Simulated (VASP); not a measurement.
Input of a VASP 6.6.1 run:

INCAR

```
SYSTEM = Hf2N
PREC = Accurate
ENCUT = 520
EDIFF = 1E-7
ISMEAR = 1
SIGMA = 0.3
LREAL = .FALSE.
LASPH = .TRUE.
NELM = 60
ALGO = Normal
ISIF = 2
LWAVE = .FALSE.
LCHARG = .FALSE.
GGA = PS
NBANDS = 34
```

File KPOINTS:

```
Automatic mesh
0
G
  8 8 12
  0 0 0
```

The input POSCAR:

```
Hf2N
1.0
    5.3131240200      0.0000000000      0.0000000000
    0.0000000000      5.3131240200      0.0000000000
    0.0000000000      0.0000000000      3.2420983900
Hf N
4 2
Direct
    0.2955363700      0.2955363700      0.0000000000
    0.7044636300      0.7044636300      0.0000000000
    0.7955363700      0.2044636300      0.5000000000
    0.2044636300      0.7955363700      0.5000000000
    0.0000000000      0.0000000000      0.0000000000
    0.5000000000      0.5000000000      0.5000000000
```

Potentials or basis: VASP PAW PBE potentials, release 64 (Hf_pv, N).

Command:

```sh
$ cat potpaw_PBE.64/Hf_pv/POTCAR potpaw_PBE.64/N/POTCAR > POTCAR
$ mpirun -np 1 vasp_std > vasp.out
```

Task: What does it give for the pressure?

Result: -3.3 GPa.

Task: What does it give for the largest force?

Result: 0.016 eV/Å.

Task: What does it give for the band gap on the k mesh?

Result: Zero (bands 25 and 26 overlap by 2.66 eV).

Stress tensor (GPa, compression positive):
```
-3.03  0.00  0.00
 0.00 -3.03  0.00
 0.00  0.00 -3.74
```

Caveat: the cell stands under tension; so wide a smearing shifts energies and pressures; the PAW data sets were made with another functional, which shifts forces and pressure a little; spin-orbit coupling is left out, which moves the levels of the heavy elements.
